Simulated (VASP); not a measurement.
# ZnS (F-43m) in VASP: a series of runs

The runs below take ZnS through single point, relaxation of cell and atoms, with PBEsol.

All numbers are computed with VASP 6.6.1; they aren't measurements. Logs are shortened: lines on timing, memory, paths and dates and some standing lists are left out, and cuts for length are marked.

**The experiment to reproduce.**

From “Electronic, vibrational, and thermodynamic properties of ZnS (zincblende and rocksalt structure)”, 2009, arxiv:0911.5022, for a bulk crystal of ZnS at 19 K: band gap 3.85 eV (direct).

The results are compared with them further down.

## Step 1: The cell of the first run

The structure is cubic, space group F-43m (No. 216). Conventional cell: a = 5.357 Å, b = 5.357 Å, c = 5.357 Å, α = 90.00°, β = 90.00°, γ = 90.00°. Zn (site symmetry -43m) has 4 S at 2.32 Å within 3.1 Å. S (site symmetry -43m) has 4 Zn at 2.32 Å within 3.1 Å.

## Step 2: Single point, PBEsol

Input file INCAR:

```
  ALGO = Normal
  EDIFF = 1E-6
  ENCUT = 520
  GGA = PS
  ISIF = 2
  ISMEAR = 0
  LASPH = T
  LCHARG = F
  LREAL = F
  LWAVE = F
  NBANDS = 16
  NELM = 60
  PREC = Accurate
  SIGMA = 0.02
```

Input file KPOINTS:

```
k-points
0
Gamma
  10 10 10
```

Input file POSCAR:

```
ZnS
1.0
    0.0000000000      2.6782590749      2.6782590749
    2.6782590749      0.0000000000      2.6782590749
    2.6782590749      2.6782590749      0.0000000000
Zn S
1 1
Direct
    0.0000000000      0.0000000000      0.0000000000
    0.7500000000      0.7500000000      0.7500000000
```

Potentials or basis: VASP PAW PBE potentials, release 64 (Zn, S).

Run with:

```
cat potpaw_PBE.64/Zn/POTCAR potpaw_PBE.64/S/POTCAR > POTCAR
mpirun -np 1 vasp_std > vasp.out
```

OUTCAR:

```text
EDIFF = 1E-6
   ENCUT = 520
   GGA = PS
   ISIF = 2
   ISMEAR = 0
   LASPH = T
   LREAL = F
   NELM = 60
   PREC = Accurate

 ion  position               nearest neighbor table
   1  0.000  0.000  0.000-   2 2.32   2 2.32   2 2.32   2 2.32
   2  0.750  0.750  0.750-   1 2.32   1 2.32   1 2.32   1 2.32

  LATTYP: Found a face centered cubic cell.
 ALAT       =     5.3565181498

  Lattice vectors:

 A1 = (   0.0000000000,   2.6782590749,   2.6782590749)
 A2 = (   2.6782590749,   0.0000000000,   2.6782590749)
 A3 = (   2.6782590749,   2.6782590749,   0.0000000000)

Analysis of symmetry for initial positions (statically):
=====================================================================
 Subroutine PRICEL returns:
 Original cell was already a primitive cell.

 Routine SETGRP: Setting up the symmetry group for a
 face centered cubic supercell.

 Subroutine GETGRP returns: Found 24 space group operations
 (whereof 24 operations were pure point group operations)
 out of a pool of 48 trial point group operations.

The static configuration has the point symmetry T_d .

Analysis of symmetry for dynamics (positions and initial velocities):
=====================================================================
 Subroutine PRICEL returns:
 Original cell was already a primitive cell.

 Routine SETGRP: Setting up the symmetry group for a
 face centered cubic supercell.

 Subroutine GETGRP returns: Found 24 space group operations
 (whereof 24 operations were pure point group operations)
 out of a pool of 48 trial point group operations.

The dynamic configuration has the point symmetry T_d .

 Subroutine INISYM returns: Found 24 space group operations
 (whereof 24 operations are pure point group operations),
 and found     1 'primitive' translations

----------------------------------------------------------------------------------------

                                     Primitive cell

  volume of cell :      38.4227

  direct lattice vectors                    reciprocal lattice vectors
     0.000000000  2.678259075  2.678259075    -0.186688437  0.186688437  0.186688437
     2.678259075  0.000000000  2.678259075     0.186688437 -0.186688437  0.186688437
     2.678259075  2.678259075  0.000000000     0.186688437  0.186688437 -0.186688437

  length of vectors
     3.787630307  3.787630307  3.787630307     0.323353858  0.323353858  0.323353858

  position of ions in fractional coordinates (direct lattice)
     0.000000000  0.000000000  0.000000000
     0.750000000  0.750000000  0.750000000

  ion indices of the primitive-cell ions
   primitive index   ion index
                 1           1
                 2           2

----------------------------------------------------------------------------------------

 KPOINTS: k-points

Automatic generation of k-mesh.
 Grid dimensions read from file:
 generate k-points for:   10   10   10

 Generating k-lattice:

  Cartesian coordinates                     Fractional coordinates (reciprocal lattice)
    -0.018668844  0.018668844  0.018668844     0.100000000  0.000000000  0.000000000
     0.018668844 -0.018668844  0.018668844     0.000000000  0.100000000  0.000000000
     0.018668844  0.018668844 -0.018668844     0.000000000  0.000000000  0.100000000

  Length of vectors
     0.032335386  0.032335386  0.032335386

  Shift w.r.t. Gamma in fractional coordinates (k-lattice)
     0.000000000  0.000000000  0.000000000

 Subroutine IBZKPT returns following result:
 ===========================================

 Found     47 irreducible k-points:

 Following reciprocal coordinates:
            Coordinates               Weight
  0.000000  0.000000  0.000000      1.000000
  0.100000  0.000000  0.000000      8.000000
  0.200000  0.000000  0.000000      8.000000
  0.300000  0.000000  0.000000      8.000000
  0.400000  0.000000  0.000000      8.000000
  0.500000  0.000000  0.000000      4.000000
[... 16 lines left out ...]
  0.300000  0.300000  0.000000      6.000000
  0.400000  0.300000  0.000000     24.000000
 [... further k-points ...]
   k-points           NKPTS =     47   k-points in BZ     NKDIM =     47   number of bands    NBANDS=     16
   number of dos      NEDOS =    301   number of ions     NIONS =      2
   total plane-waves  NPLWV =  21952
   dimension x,y,z NGX =    28 NGY =   28 NGZ =   28
   dimension x,y,z NGXF=    56 NGYF=   56 NGZF=   56
   ions per type =               1   1
   NGX,Y,Z   is equivalent  to a cutoff of  12.29, 12.29, 12.29 a.u.
   NGXF,Y,Z  is equivalent  to a cutoff of  24.58, 24.58, 24.58 a.u.
 SYSTEM =  unknown system
   PREC   = accura    normal or accurate (medium, high low for compatibility)
   ISTART =      0    job   : 0-new  1-cont  2-samecut
   ICHARG =      2    charge: 1-file 2-atom 10-const
   ISPIN  =      1    spin polarized calculation?
   LNONCOLLINEAR =      F non collinear calculations
   LSORBIT =      F    spin-orbit coupling
   LASPH  =      T    aspherical Exc in radial PAW
   ENCUT  =  520.0 eV  38.22 Ry    6.18 a.u.   7.04  7.04  7.04*2*pi/ulx,y,z
   NELM   =     60;   NELMIN=  2; NELMDL= -5     # of ELM steps
   EDIFF  = 0.1E-05   stopping-criterion for ELM
   LREAL  =      F    real-space projection
   EDIFFG = 0.1E-04   stopping-criterion for IOM
   NSW    =      0    number of steps for IOM
   IBRION =     -1    ionic relax: 0-MD 1-quasi-New 2-CG
   NFREE  =      0    steps in history (QN), initial steepest desc. (CG)
   ISIF   =      2    stress and relaxation
   ISYM   =      2    0-nonsym 1-usesym 2-fastsym
   POTIM  = 0.5000    time-step for ionic-motion
   TEBEG  =    0.0;   TEEND  =   0.0 temperature during run
   PSTRESS=    0.0 pullay stress
   NELECT =      18.0000    total number of electrons
   NUPDOWN=      -1.0000    fix difference up-down
   EMIN   =  10.00;   EMAX   =-10.00  energy-range for DOS
   EFERMI =   0.00;   METHOD = LEGACY
   ISMEAR =     0;   SIGMA  =   0.02  broadening in eV -4-tet -1-fermi 0-gaus
   EFERMI_NEDOS =   21; number of points for ismear=-14 and -15
   IALGO  =     38    algorithm
   IMIX   =      4    mixing-type and parameters
     AMIX     =   0.40;   BMIX     =  1.00
     AMIX_MAG =   1.60;   BMIX_MAG =  1.00
  volume/ion in A,a.u.               =      19.21       129.64
  Fermi-wavevector in a.u.,A,eV,Ry     =   1.271461  2.402713 21.995360  1.616613
  Thomas-Fermi vector in A             =   2.404393
   LORBIT       =      0    0 simple, 1 ext, 2 COOP (PROOUT), +10 PAW based schemes
   GGA     = PS    functional components
   LHFCALC =     F    Hartree Fock is set to
   AEXX    =    0.0000 exact exchange contribution
   IVDW    =     0    specifies the selected vdW correction
   LEPSILON=     F    determine dielectric tensor
   LRPA    =     F    only Hartree local field effects (RPA)
 non-spin polarized calculation
 Gauss-broadening in eV      SIGMA  =   0.02
  energy-cutoff  :      520.00
  volume of cell :       38.42
 maximum number of plane-waves:      1056
   NGX = 15   NGY = 15   NGZ = 15

 number of electron      18.0000015 magnetization

 Free energy of the ion-electron system (eV)
  ---------------------------------------------------
  ext. energy  EPLUGINS =         0.00000000
  ---------------------------------------------------
  free energy    TOTEN  =        -7.58892513 eV

  energy without entropy =       -7.58892513  energy(sigma->0) =       -7.58892513

 E-fermi :   2.4098     XC(G=0):  -9.9747

 val. band max:        2.2640538011   @ k =   0.0000   0.0000   0.0000
 cond. band min:       4.3567714748   @ k =   0.0000   0.0000   0.0000
 fundamental gap:      2.0927176737
 Fermi energy:         2.4098219879

 k-point     1 :       0.0000    0.0000    0.0000
  band No.  band energies     occupation
      1     -11.0805      2.00000
      2      -4.2184      2.00000
      3      -4.2184      2.00000
      4      -4.2184      2.00000
      5      -3.6874      2.00000
      6      -3.6874      2.00000
[... 8 lines left out ...]
     15      14.0311      0.00000
     16      14.0517      0.00000

 k-point     2 :       0.1000    0.0000    0.0000
  band No.  band energies     occupation
      1     -11.0002      2.00000
      2      -4.2212      2.00000
      3      -4.2038      2.00000
      4      -4.2038      2.00000
      5      -3.6888      2.00000
      6      -3.6888      2.00000
[... 8 lines left out ...]
     15      13.5517      0.00000
     16      14.6501      0.00000

 k-point     3 :       0.2000    0.0000    0.0000
  band No.  band energies     occupation
      1     -10.7779      2.00000
      2      -4.2105      2.00000
      3      -4.1676      2.00000
      4      -4.1676      2.00000
      5      -3.6891      2.00000
      6      -3.6891      2.00000
[... 8 lines left out ...]
     15      13.1090      0.00000
     16      14.6444      0.00000

 k-point     4 :       0.3000    0.0000    0.0000
  band No.  band energies     occupation
      1     -10.4743      2.00000
      2      -4.1308      2.00000
      3      -4.1291      2.00000
      4      -4.1291      2.00000
      5      -3.6802      2.00000
      6      -3.6802      2.00000
[... 8 lines left out ...]
     15      13.4940      0.00000
     16      14.0676      0.00000

 k-point     5 :       0.4000    0.0000    0.0000
  band No.  band energies     occupation
      1     -10.1988      2.00000
      2      -4.1047      2.00000
      3      -4.1047      2.00000
      4      -3.8942      2.00000
      5      -3.6637      2.00000
      6      -3.6637      2.00000
[... 8 lines left out ...]
     15      14.6777      0.00000
     16      14.6777      0.00000

 k-point     6 :       0.5000    0.0000    0.0000
  band No.  band energies     occupation
      1     -10.0848      2.00000
      2      -4.0972      2.00000
      3      -4.0972      2.00000
      4      -3.6548      2.00000
      5      -3.6548      2.00000
      6      -3.4821      2.00000
[... 8 lines left out ...]
     15      15.7216      0.00000
     16      15.7216      0.00000

 k-point     7 :       0.1000    0.1000    0.0000
  band No.  band energies     occupation
      1     -10.9734      2.00000
      2      -4.2355      2.00000
      3      -4.1919      2.00000
      4      -4.1919      2.00000
      5      -3.6996      2.00000
      6      -3.6796      2.00000
[... 8 lines left out ...]
     15      14.1629      0.00000
     16      14.9498      0.00000

 k-point     8 :       0.2000    0.1000    0.0000
  band No.  band energies     occupation
      1     -10.7982      2.00000
      2      -4.2406      2.00000
      3      -4.1578      2.00000
      4      -4.1559      2.00000
      5      -3.7088      2.00000
      6      -3.6726      2.00000
[... 8 lines left out ...]
     15      14.0094      0.00000
     16      15.6640      0.00000

 k-point     9 :       0.3000    0.1000    0.0000
  band No.  band energies     occupation
      1     -10.5200      2.00000
      2      -4.2001      2.00000
      3      -4.1140      2.00000
      4      -4.1097      2.00000
      5      -3.7044      2.00000
      6      -3.6635      2.00000
[... 8 lines left out ...]
     15      14.1944      0.00000
     16      15.0932      0.00000
[... 172 lines left out ...]
 k-point    19 :       0.5000    0.2000    0.0000
  band No.  band energies     occupation
      1      -9.9811      2.00000
      2      -4.1214      2.00000
      3      -4.0164      2.00000
      4      -3.8415      2.00000
      5      -3.6460      2.00000
      6      -3.5279      2.00000
[... 8 lines left out ...]
     15      15.7912      0.00000
     16      16.8074      0.00000

 k-point    20 :      -0.4000    0.2000    0.0000
  band No.  band energies     occupation
      1      -9.9549      2.00000
      2      -4.0993      2.00000
      3      -4.0258      2.00000
      4      -3.7505      2.00000
      5      -3.6708      2.00000
      6      -3.4753      2.00000
[... 8 lines left out ...]
     15      14.2809      0.00000
     16      16.6282      0.00000

 k-point    21 :      -0.3000    0.2000    0.0000
  band No.  band energies     occupation
      1     -10.1125      2.00000
      2      -4.0942      2.00000
      3      -4.0563      2.00000
      4      -3.9313      2.00000
      5      -3.6993      2.00000
      6      -3.6235      2.00000
[... 8 lines left out ...]
     15      15.4798      0.00000
     16      16.7567      0.00000

 k-point    22 :      -0.2000    0.2000    0.0000
  band No.  band energies     occupation
      1     -10.3716      2.00000
      2      -4.1291      2.00000
      3      -4.1026      2.00000
      4      -4.0969      2.00000
      5      -3.7116      2.00000
      6      -3.6472      2.00000
[... 8 lines left out ...]
     15      15.1657      0.00000
     16      16.8700      0.00000

 k-point    23 :       0.3000    0.3000    0.0000
  band No.  band energies     occupation
      1     -10.2709      2.00000
      2      -4.2963      2.00000
      3      -4.0061      2.00000
      4      -4.0061      2.00000
      5      -3.7242      2.00000
      6      -3.6339      2.00000
[... 8 lines left out ...]
     15      15.1243      0.00000
     16      18.9564      0.00000

 k-point    24 :       0.4000    0.3000    0.0000
  band No.  band energies     occupation
      1     -10.0533      2.00000
      2      -4.2645      2.00000
      3      -3.9581      2.00000
      4      -3.9502      2.00000
      5      -3.6673      2.00000
      6      -3.6257      2.00000
[... 8 lines left out ...]
     15      15.6860      0.00000
     16      18.2043      0.00000

 [... further k-points ...]
[... 5 lines left out ...]
  --------------------------------------------------------------------------------------
  -------------------------------------------------------------------------------------
  Total        0.0463939      0.0463939      0.0463939     -0.0000000      0.0000000     -0.0000000
  in kB        1.9345667      1.9345667      1.9345667     -0.0000000      0.0000000     -0.0000000
  external PRESSURE =       1.9345667 kB  Pullay stress =       0.0000000 kB

 VOLUME and BASIS-vectors are now :
 -----------------------------------------------------------------------------
  energy-cutoff  :      520.00
  volume of cell :       38.42
      direct lattice vectors                 reciprocal lattice vectors
     0.000000000  2.678259075  2.678259075    -0.186688437  0.186688437  0.186688437
     2.678259075  0.000000000  2.678259075     0.186688437 -0.186688437  0.186688437
     2.678259075  2.678259075  0.000000000     0.186688437  0.186688437 -0.186688437

 POSITION                                       TOTAL-FORCE (eV/Angst)
 -----------------------------------------------------------------------------------
      0.00000      0.00000      0.00000         0.000000     -0.000000     -0.000000
      4.01739      4.01739      4.01739        -0.000000      0.000000      0.000000
 -----------------------------------------------------------------------------------
    total drift:                               -0.000002     -0.000002     -0.000002

  FREE ENERGIE OF THE ION-ELECTRON SYSTEM (eV)
  ---------------------------------------------------
  free  energy   TOTEN  =        -7.5889251303 eV

  energy  without entropy=       -7.5889251303  energy(sigma->0) =       -7.58892513
```

Run time: 19 s. Hardware: 1 thread of Intel Xeon Platinum 8259CL at 2.50GHz (Skylake/Cascade Lake), shared host; peak memory 0.17 GiB.

Results:

| Item | Value |
| --- | --- |
| Free energy | -7.5889 eV |
| Pressure | 0.2 GPa |
| Band gap on the k mesh | 2.09 eV, direct |

Caveat: the PAW data sets were made with another functional, which shifts forces and pressure a little.

(Continued in part 2 of 3.)
